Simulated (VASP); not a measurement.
# Zn (P6_3/mmc) in VASP: notebook

Runs on Zn. Level: PBE. Tasks: single point.

All numbers are computed with VASP 6.6.1; they aren't measurements. Logs are shortened: lines on timing, memory, paths and dates and some standing lists are left out, and cuts for length are marked.

## (1) The cell of the first run

It takes space group P6_3/mmc (No. 194, hexagonal). Conventional cell: a = 2.656 Å, b = 2.656 Å, c = 4.962 Å, α = 90.00°, β = 90.00°, γ = 120.00°. Zn (site symmetry -6m2) has 12 Zn at 2.66 to 2.92 Å within 3.5 Å.

## (2) Single point, PBE

Input file INCAR:

```
SYSTEM = Zn
PREC = Accurate
ENCUT = 520
EDIFF = 1E-6
ISMEAR = 0
SIGMA = 1.0
LREAL = .False.
LASPH = .True.
NELM = 60
ALGO = Normal
ISIF = 2
LWAVE = .False.
LCHARG = .False.
GGA = PE
NBANDS = 19
```

Input file KPOINTS:

```
Automatic mesh
0
Gamma
  14 14 7
  0 0 0
```

Input file POSCAR:

```
Zn
1.0
    2.6556370042      0.0000000000      0.0000000000
   -1.3278185021      2.2998491089      0.0000000000
    0.0000000000      0.0000000000      4.9624616040
Zn
2
Direct
    0.3333333333      0.6666666667      0.2500000000
    0.6666666667      0.3333333333      0.7500000000
```

Potentials or basis: VASP PAW PBE potentials, release 64 (Zn).

On the command line:

```console
$ cat potpaw_PBE.64/Zn/POTCAR > POTCAR
$ mpirun -np 1 vasp_std > vasp.out
```

OUTCAR:

```text
SYSTEM = Zn
   PREC = Accurate
   ENCUT = 520
   EDIFF = 1E-6
   ISMEAR = 0
   LREAL = .False.
   LASPH = .True.
   NELM = 60
   ISIF = 2
   GGA = PE

 ion  position               nearest neighbor table
   1  0.333  0.667  0.250-   2 2.92   2 2.92   2 2.92   2 2.92   2 2.92   2 2.92
   2  0.667  0.333  0.750-   1 2.92   1 2.92   1 2.92   1 2.92   1 2.92   1 2.92

  LATTYP: Found a hexagonal cell.
 ALAT       =     2.6556370042
 C/A-ratio  =     1.8686520771

  Lattice vectors:

 A1 = (   2.6556370042,   0.0000000000,   0.0000000000)
 A2 = (  -1.3278185021,   2.2998491089,   0.0000000000)
 A3 = (   0.0000000000,   0.0000000000,   4.9624616040)

Analysis of symmetry for initial positions (statically):
=====================================================================
 Subroutine PRICEL returns:
 Original cell was already a primitive cell.

 Routine SETGRP: Setting up the symmetry group for a
 hexagonal supercell.

 Subroutine GETGRP returns: Found 24 space group operations
 (whereof 12 operations were pure point group operations)
 out of a pool of 24 trial point group operations.

The static configuration has the point symmetry D_3d.
 The point group associated with its full space group is D_6h.

Analysis of symmetry for dynamics (positions and initial velocities):
=====================================================================
 Subroutine PRICEL returns:
 Original cell was already a primitive cell.

 Routine SETGRP: Setting up the symmetry group for a
 hexagonal supercell.

 Subroutine GETGRP returns: Found 24 space group operations
 (whereof 12 operations were pure point group operations)
 out of a pool of 24 trial point group operations.

The dynamic configuration has the point symmetry D_3d.
 The point group associated with its full space group is D_6h.

 Subroutine INISYM returns: Found 24 space group operations
 (whereof 12 operations are pure point group operations),
 and found     1 'primitive' translations

----------------------------------------------------------------------------------------

                                     Primitive cell

  volume of cell :      30.3086

  direct lattice vectors                    reciprocal lattice vectors
     2.655637004  0.000000000  0.000000000     0.376557488  0.217405567  0.000000000
    -1.327818502  2.299849109  0.000000000     0.000000000  0.434811134  0.000000000
[... 76 lines left out ...]
   PREC   = accura    normal or accurate (medium, high low for compatibility)
   ISTART =      0    job   : 0-new  1-cont  2-samecut
   ICHARG =      2    charge: 1-file 2-atom 10-const
   ISPIN  =      1    spin polarized calculation?
   LNONCOLLINEAR =      F non collinear calculations
   LSORBIT =      F    spin-orbit coupling
   LASPH  =      T    aspherical Exc in radial PAW
   ENCUT  =  520.0 eV  38.22 Ry    6.18 a.u.   4.94  4.94  9.23*2*pi/ulx,y,z
   NELM   =     60;   NELMIN=  2; NELMDL= -5     # of ELM steps
   EDIFF  = 0.1E-05   stopping-criterion for ELM
   LREAL  =      F    real-space projection
   EDIFFG = 0.1E-04   stopping-criterion for IOM
   NSW    =      0    number of steps for IOM
   IBRION =     -1    ionic relax: 0-MD 1-quasi-New 2-CG
   NFREE  =      0    steps in history (QN), initial steepest desc. (CG)
   ISIF   =      2    stress and relaxation
   ISYM   =      2    0-nonsym 1-usesym 2-fastsym
   POTIM  = 0.5000    time-step for ionic-motion
   TEBEG  =    0.0;   TEEND  =   0.0 temperature during run
   PSTRESS=    0.0 pullay stress
   NELECT =      24.0000    total number of electrons
   NUPDOWN=      -1.0000    fix difference up-down
   EMIN   =  10.00;   EMAX   =-10.00  energy-range for DOS
   EFERMI =   0.00;   METHOD = LEGACY
   ISMEAR =     0;   SIGMA  =   1.00  broadening in eV -4-tet -1-fermi 0-gaus
   EFERMI_NEDOS =   21; number of points for ismear=-14 and -15
   IALGO  =     38    algorithm
   IMIX   =      4    mixing-type and parameters
     AMIX     =   0.40;   BMIX     =  1.00
     AMIX_MAG =   1.60;   BMIX_MAG =  1.00
  volume/ion in A,a.u.               =      15.15       102.27
  Fermi-wavevector in a.u.,A,eV,Ry     =   1.514573  2.862128 31.210826  2.293931
  Thomas-Fermi vector in A             =   2.624212
   LORBIT       =      0    0 simple, 1 ext, 2 COOP (PROOUT), +10 PAW based schemes
   GGA     = PE    functional components
   LHFCALC =     F    Hartree Fock is set to
   AEXX    =    0.0000 exact exchange contribution
   IVDW    =     0    specifies the selected vdW correction
   LEPSILON=     F    determine dielectric tensor
   LRPA    =     F    only Hartree local field effects (RPA)
 non-spin polarized calculation
 Gauss-broadening in eV      SIGMA  =   1.00
  energy-cutoff  :      520.00
  volume of cell :       30.31
 maximum number of plane-waves:       837
 NGX is ok and might be reduce to    20
   NGX =  9   NGY =  9   NGZ = 19

 number of electron      24.0000020 magnetization

 Free energy of the ion-electron system (eV)
  ---------------------------------------------------
  ext. energy  EPLUGINS =         0.00000000
  ---------------------------------------------------
  free energy    TOTEN  =        -2.33446121 eV

  energy without entropy =       -2.07506155  energy(sigma->0) =       -2.20476138

 E-fermi :   3.1238     XC(G=0): -11.5686

 val. band max:        3.0623496343   @ k =   0.2143   0.2143   0.0000
 cond. band min:       3.1424584279   @ k =   0.2857   0.1429   0.0000
 fundamental gap:      0.0801087935
 Fermi energy:         3.1238020468

 k-point     1 :       0.0000    0.0000    0.0000
  band No.  band energies     occupation
      1      -7.2942      2.00000
      2      -5.4971      2.00000
      3      -4.7913      2.00000
      4      -4.5543      2.00000
      5      -4.5543      2.00000
      6      -4.5056      2.00000
[... 505 lines left out ...]
      6      -4.5533      2.00000
[... 11 lines left out ...]
     18      10.3665      0.00000
     19      12.3284      0.00000

 [... further k-points ...]
[... 5 lines left out ...]
  --------------------------------------------------------------------------------------
  -------------------------------------------------------------------------------------
  Total        0.3015092      0.3015092      0.1679024     -0.0000000     -0.0000000     -0.0000000
  in kB       15.9384426     15.9384426      8.8756907     -0.0000000     -0.0000000     -0.0000000
  external PRESSURE =      13.5841920 kB  Pullay stress =       0.0000000 kB

 VOLUME and BASIS-vectors are now :
 -----------------------------------------------------------------------------
  energy-cutoff  :      520.00
  volume of cell :       30.31
      direct lattice vectors                 reciprocal lattice vectors
     2.655637004  0.000000000  0.000000000     0.376557488  0.217405567  0.000000000
    -1.327818502  2.299849109  0.000000000     0.000000000  0.434811134  0.000000000
     0.000000000  0.000000000  4.962461604     0.000000000  0.000000000  0.201512894

 POSITION                                       TOTAL-FORCE (eV/Angst)
 -----------------------------------------------------------------------------------
     -0.00000      1.53323      1.24062        -0.000000      0.000000     -0.000000
      1.32782      0.76662      3.72185         0.000000     -0.000000      0.000000
 -----------------------------------------------------------------------------------
    total drift:                               -0.000000      0.000000      0.000000

  FREE ENERGIE OF THE ION-ELECTRON SYSTEM (eV)
  ---------------------------------------------------
  free  energy   TOTEN  =        -2.3344612055 eV

  energy  without entropy=       -2.0750615525  energy(sigma->0) =       -2.20476138
```

stdout:

```text
POSCAR found type information on POSCAR Zn
 POSCAR found :  1 types and       2 ions
 scaLAPACK will be used
 LDA part: xc-table for (Slater+PW92), standard interpolation
 POSCAR, INCAR and KPOINTS ok, starting setup
 FFT: planning ... GRIDC
 FFT: planning ... GRID_SOFT
 FFT: planning ... GRID
 WAVECAR not read
 entering main loop
```

Run time: 25 s. Hardware: 1 thread of Intel Xeon Platinum 8488C (Sapphire Rapids), shared host; peak memory 0.17 GiB.

What came out:

```
Free energy            : -2.3345 eV
Pressure               : 1.4 GPa
Band gap on the k mesh : zero (band 12 reaches 4.59 eV, above the bottom of band 13 at 0.03 eV)
```

## (3) Single point, PBE

Input file INCAR:

```
SYSTEM = Zn
ALGO = Normal
EDIFF = 1E-6
ENCUT = 520
GGA = PE
ISIF = 2
ISMEAR = 1
LASPH = .TRUE.
LCHARG = .FALSE.
LREAL = .FALSE.
LWAVE = .FALSE.
NBANDS = 19
NELM = 100
PREC = Accurate
SIGMA = 0.01
```

Input file KPOINTS:

```
k-points
0
G
  14 14 7
  0 0 0
```

POSCAR is that of step 2.

Potentials or basis: VASP PAW PBE potentials, release 64 (Zn).

On the command line:

```console
$ cat potpaw_PBE.64/Zn/POTCAR > POTCAR
$ mpirun -np 1 vasp_std > vasp.out
```

It took 25 s on 1 thread of Intel Xeon Platinum 8488C (Sapphire Rapids), shared host; peak memory 0.17 GiB.

It converged, with:

```yaml
Free_energy: -2.2032 eV
Pressure: 0.4 GPa
Band_gap_on_the_k_mesh: zero (band 12 reaches 4.59 eV, above the bottom of band 13 at 0.02 eV)
```

Stress tensor (GPa, compression positive):
```
 1.26  0.00  0.00
 0.00  1.26  0.00
 0.00  0.00 -1.19
```

Levels at points of the mesh, in eV from the Fermi level:
| k point | band 9 | band 10 | band 11 | band 12 | band 13 | band 14 | band 15 | band 16 |
| --- | --- | --- | --- | --- | --- | --- | --- | --- |
| (0.00, 0.00, 0.00) | -7.23 | -7.03 | -7.03 | -3.60 | -3.04 | 13.51 | 17.19 | 17.69 |
| (0.50, 0.00, 0.00) | -6.84 | -6.82 | -2.75 | -2.06 | 2.67 | 3.63 | 4.15 | 5.78 |

## (4) Single point, PBE

Input file INCAR:

```
SYSTEM = Zn
  PREC = Accurate
  ENCUT = 520
  EDIFF = 1E-6
  ISMEAR = 1
  SIGMA = 0.03
  LREAL = .False.
  LASPH = .True.
  NELM = 60
  ALGO = Normal
  ISIF = 2
  LWAVE = .False.
  LCHARG = .False.
  GGA = PE
  NBANDS = 19
```

Input file KPOINTS:

```
regular mesh
0
Gamma
  14 14 7
  0 0 0
```

POSCAR is that of step 3.

On the command line:

```console
$ cat potpaw_PBE.64/Zn/POTCAR > POTCAR
$ mpirun -np 1 vasp_std > vasp.out
```

Run time: 33 s. Hardware: 1 thread of Intel Xeon Platinum 8488C (Sapphire Rapids), shared host; peak memory 0.17 GiB.

The run converged. Its results:

```
Free energy            : -2.2033 eV
Pressure               : 0.4 GPa
Band gap on the k mesh : zero (band 12 reaches 4.59 eV, above the bottom of band 13 at 0.02 eV)
```

Stress tensor (GPa, compression positive):
```
 1.26  0.00  0.00
 0.00  1.26  0.00
 0.00  0.00 -1.21
```

Levels at points of the mesh, in eV from the Fermi level:
| k point | band 9 | band 10 | band 11 | band 12 | band 13 | band 14 | band 15 | band 16 |
| --- | --- | --- | --- | --- | --- | --- | --- | --- |
| (0.00, 0.00, 0.00) | -7.23 | -7.03 | -7.03 | -3.60 | -3.04 | 13.51 | 17.19 | 17.69 |
| (0.50, 0.00, 0.00) | -6.84 | -6.82 | -2.75 | -2.06 | 2.67 | 3.63 | 4.15 | 5.78 |

## (5) Single point, PBE

Input file INCAR:

```
SYSTEM = Zn
PREC     = Accurate       ! precision mode
ENCUT    = 520            ! plane-wave cutoff, eV
EDIFF    = 1E-7           ! SCF threshold, eV
ISMEAR   = 1              ! smearing method
SIGMA    = 0.1            ! smearing width, eV
LREAL    = .False.        ! projectors in reciprocal space
LASPH    = .True.         ! aspherical terms in the spheres
NELM     = 80             ! most SCF steps
ALGO     = Normal         ! electronic algorithm
ISIF     = 2              ! what is computed and relaxed
LWAVE    = .False.        ! write WAVECAR
LCHARG   = .False.        ! write CHGCAR
GGA      = PE             ! functional
NBANDS   = 19             ! bands
```

KPOINTS is that of step 4.

POSCAR is that of step 4.

On the command line:

```console
$ cat potpaw_PBE.64/Zn/POTCAR > POTCAR
$ mpirun -np 1 vasp_std > vasp.out
```

It took 40 s on 1 thread of Intel Xeon Platinum 8488C (Sapphire Rapids), shared host; peak memory 0.17 GiB.

Results (log left out):

| Quantity | Value |
| --- | --- |
| Free energy | -2.2039 eV |
| Pressure | 0.4 GPa |
| Band gap on the k mesh | zero (band 12 reaches 4.59 eV, above the bottom of band 13 at 0.02 eV) |

Stress tensor (GPa, compression positive):
```
 1.13  0.00  0.00
 0.00  1.13  0.00
 0.00  0.00 -1.03
```

Levels at points of the mesh, in eV from the Fermi level:
```
           k point  band 10  band 11  band 12  band 13  band 14  band 15
(0.00, 0.00, 0.00)    -7.05    -7.05    -3.62    -3.05    13.49    17.17
(0.50, 0.00, 0.00)    -6.84    -2.77    -2.08     2.65     3.61     4.13
```

## (6) Overview

| smearing | gap on the mesh (eV) | pressure (GPa) |
| --- | --- | --- |
| gaussian 1 eV | none | 1.4 |
| methfessel-paxton 0.01 eV | none | 0.4 |
| methfessel-paxton 0.03 eV | none | 0.4 |
| methfessel-paxton 0.1 eV | none | 0.4 |

Alike in all rows: task single point; level PBE; potentials or basis VASP PAW PBE potentials, release 64 (Zn); no spin polarisation; cell as given; k mesh 14 × 14 × 7; cutoff (eV) 520.

Every run on the cell as given and a fine mesh finds a metal.

Total energies depend on the potentials used, so only differences within one code and one set of settings carry meaning.
